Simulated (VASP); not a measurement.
Runs of VASP 6.6.1 on HfC. The structure is that of space group Fm-3m (No. 225), or close to it. The cells are those of the table. 

```csv
cell,gap on the mesh (eV),pressure (GPa)
"a = 3.221 Å, angles 60.0°, 2 atoms",none,(a)
"a = 3.288 Å, angles 60.0°, 2 atoms",none,-0.3
"a = 3.255 Å, angles 60.0°, 2 atoms",none,(b)
"a = 3.321 Å, angles 60.0°, 2 atoms",none,-7.0
"a = 3.353 Å, angles 60.0°, 2 atoms",none,-12.7
```

Alike in all rows: task single point; level PBE; potentials or basis VASP PAW PBE potentials, release 64 (Hf_pv, C); no spin polarisation; k mesh 11 × 11 × 11; cutoff (eV) 520; smearing methfessel-paxton 0.1 eV.

Q: Estimate the missing entries.

A: (a) 16.3; (b) 7.3.

Caveats: spin-orbit coupling is left out, which moves the levels of the heavy elements.

A k mesh can miss the band edges, and the runs leave out spin-orbit coupling on Hf.

A gap of «none» marks levels without a gap at the run's occupations.
